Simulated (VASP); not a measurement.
Here is a VASP 6.6.1 calculation.

INCAR

```
SYSTEM = SiO2
PREC     = Accurate       ! precision mode
ENCUT    = 520            ! plane-wave cutoff, eV
EDIFF    = 1E-6           ! SCF threshold, eV
ISMEAR   = 0              ! smearing method
SIGMA    = 0.02           ! smearing width, eV
LREAL    = .False.        ! projectors in reciprocal space
LASPH    = .True.         ! aspherical terms in the spheres
NELM     = 60             ! most SCF steps
ALGO     = Normal         ! electronic algorithm
ISIF     = 2              ! what is computed and relaxed
LWAVE    = .False.        ! write WAVECAR
LCHARG   = .False.        ! write CHGCAR
NBANDS   = 44             ! bands
```

Contents of KPOINTS:

```
Automatic mesh
0
Gamma
  6 6 6
  0 0 0
```

POSCAR

```
SiO2
1.0
    0.0000000000      4.6987277972      7.3418642003
    2.3472040734      0.0000000000      7.3418642003
    2.3472040734      4.6987277972      0.0000000000
Si O
4 8
Direct
    0.5630813672      0.5630813672      0.9369186328
    0.3130813672      0.3130813672      0.6869186328
    0.6869186328      0.6869186328      0.3130813672
    0.9369186328      0.9369186328      0.5630813672
    0.6250000000      0.1250000000      0.6250000000
    0.6250000000      0.6250000000      0.1250000000
    0.6250000000      0.6250000000      0.6250000000
    0.1250000000      0.6250000000      0.6250000000
    0.1856430086      0.8143569914      0.1856430086
    0.8143569914      0.1856430086      0.8143569914
    0.4356430086      0.0643569914      0.4356430086
    0.0643569914      0.4356430086      0.0643569914
```

Potentials or basis: VASP PAW LDA potentials, release 64 (Si, O).

Launch:

```bash
$ cat potpaw_LDA.64/Si/POTCAR potpaw_LDA.64/O/POTCAR > POTCAR
$ mpirun -np 1 vasp_std > vasp.out
```

Problem. Predict the largest force.

Solution. 0.037 eV/Å.

Problem. Predict the band gap on the k mesh.

Solution. 5.60 eV, direct.

Problem. Predict the pressure.

Solution. 0.6 GPa.

Stress tensor (GPa, compression positive):
```
0.71 0.00 0.00
0.00 0.45 0.00
0.00 0.00 0.64
```

A k mesh can miss the band edges. LDA gaps usually lie below the measured ones, often by a third to a half.
